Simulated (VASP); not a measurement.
Crystal: Sc.

```xyz
2
Lattice="0.0000 3.1900 3.1900 3.1900 0.0000 3.1900 3.1900 3.1900 0.0000" Properties=species:S:1:pos:R:3 pbc="T T T"
Sc    6.3800    6.3800    6.3800
Sc    1.5950    1.5950    1.5950
```

This isn't the form of Sc at room conditions, which is hcp.

```yaml
Program: VASP 6.6.1
Task: relaxation of cell and atoms
Functional: PBEsol
Potentials_or_basis: VASP PAW PBE potentials, release 64 (Sc_sv)
Cutoff: 500 eV
k_mesh: 5 × 5 × 5
Occupations: gaussian, width 0.05 eV
Spin: no spin polarisation
```

At the start: pressure -1.4 GPa; volume 32.46 Å³/atom.

Q: How do energy, volume and symmetry change on relaxing?

A: Over 4 steps the energy falls by 10.9 meV/atom and the volume is 30.10 Å³/atom (-7.3 %); space group Fd-3m (No. 227, to 0.1 Å) before and after.

Step by step:
| step | energy change (eV) | largest force (eV/Å) | pressure (GPa) | volume (Å³) |
| --- | --- | --- | --- | --- |
| 1 | 0.0000 | 0.0000 | -1.35 | 64.92 |
| 2 | -0.0168 | 0.0000 | -0.71 | 62.38 |
| 3 | -0.0216 | 0.0000 | -0.15 | 60.65 |
| 4 | -0.0218 | 0.0000 | 0.00 | 60.20 |

Final structure:
```
Sc
1.0
     0.00000    3.11060    3.11060
     3.11060    0.00000    3.11060
     3.11060    3.11060    0.00000
Sc
2
Direct
  0.00000 0.00000 0.00000
  0.25000 0.25000 0.25000
```

Caveat: the PAW data sets were made with another functional, which shifts forces and pressure a little.
